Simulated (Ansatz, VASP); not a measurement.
# One calculation of TaN, two programs

```
Ta N
1.0
     0.00000    2.22818    2.22818
     2.22818    0.00000    2.22818
     2.22818    2.22818    0.00000
Ta N
1 1
Direct
  0.49783 0.50217 0.50217
  0.02806 0.97194 0.97194
```

Change from the starting cell: mode 4 frozen in at -0.122 Å, equal normal strain along x, y and z +0.0250.

Alike in both runs: task single point; functional LDA; k mesh 18 × 18 × 18; occupations gaussian, width 0.15 eV; no spin polarisation.

|  | VASP | Ansatz |
| --- | --- | --- |
| version | VASP 6.6.1 | Ansatz 0.2.0 |
| potentials or method | VASP PAW LDA potentials, release 64 (Ta_sv_GW, N), cutoff 700 eV | scalar-relativistic, plane waves, PAW |
| valence electrons in the cell | 18 | 18 |

VASP gave:

| Item | Value |
| --- | --- |
| gap on the k mesh at the Fermi level (eV) | none |
| pressure (GPa) | -20.1 |
| traceless stress, the component that is largest in VASP (GPa) | 4.83 |
| rms of the force components (eV/Å) | 0.493 |

Problem. Estimate Ansatz's values.

Solution. gap on the k mesh at the Fermi level (eV): none; pressure (GPa): -21.0; traceless stress, the component that is largest in VASP (GPa): 4.78; rms of the force components (eV/Å): 0.482.

Ansatz warns that its potentials were made for another functional, while VASP's fit it. LDA's correlation is that of Perdew and Zunger in VASP and of Perdew and Wang (1992) in Ansatz. Atom by atom the forces differ by 0.011 eV/Å (rms over components). A gap of «none» marks a metal or a gap that the smearing closes.

Spin-orbit coupling is off throughout.
